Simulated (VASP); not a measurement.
A run of VASP 6.6.1 is set up as follows.

The input INCAR:

```
PREC     = Accurate       # precision mode
ENCUT    = 600            # plane-wave cutoff, eV
EDIFF    = 1E-8           # SCF threshold, eV
ISMEAR   = 0              # smearing method
SIGMA    = 0.01           # smearing width, eV
LREAL    = False          # projectors in reciprocal space
LASPH    = True           # aspherical terms in the spheres
NELM     = 100            # most SCF steps
ALGO     = Normal         # electronic algorithm
ISIF     = 3              # what is computed and relaxed
LWAVE    = False          # write WAVECAR
LCHARG   = False          # write CHGCAR
GGA      = PS             # functional
NBANDS   = 12             # bands
IBRION   = 6              # ionic algorithm
NFREE    = 2            
POTIM    = 0.015          # step
NSW      = 1              # ionic steps
```

KPOINTS

```
regular mesh
0
Gamma
  10 10 10
```

The input POSCAR:

```
LiF
1.0
    0.0000000000      1.9317728368      1.9317728368
    1.9317728368      0.0000000000      1.9317728368
    1.9317728368      1.9317728368      0.0000000000
Li F
1 1
Direct
    0.0000000000      0.0000000000      0.0000000000
    0.5000000000      0.5000000000      0.5000000000
```

Potentials or basis: VASP PAW PBE potentials, release 64 (Li_sv, F).

Run with:

```console
$ cat potpaw_PBE.64/Li_sv/POTCAR potpaw_PBE.64/F/POTCAR > POTCAR
$ mpirun -np 1 vasp_std > vasp.out
```

Estimate the elastic constants C11, C12, C44.

204, 51, 71 GPa.

Estimate the Voigt bulk modulus.

102 GPa.

Estimate the highest phonon frequency at Γ, LO-TO splitting left out.

405 cm⁻¹.

Elastic tensor in Voigt notation (GPa, in the Cartesian axes of the cell as first typed):
```
204  51  51   0   0   0
 51 204  51   0   0   0
 51  51 204   0   0   0
  0   0   0  71   0   0
  0   0   0   0  71   0
  0   0   0   0   0  71
```

Caveat: the cell is under stress, which shifts elastic constants; the cutoff is under 1.25 times the usual one of these potentials, so pressure, stress and relaxed cells hold a basis-set (Pulay) error; the PAW data sets were made with another functional, which shifts forces and pressure a little.
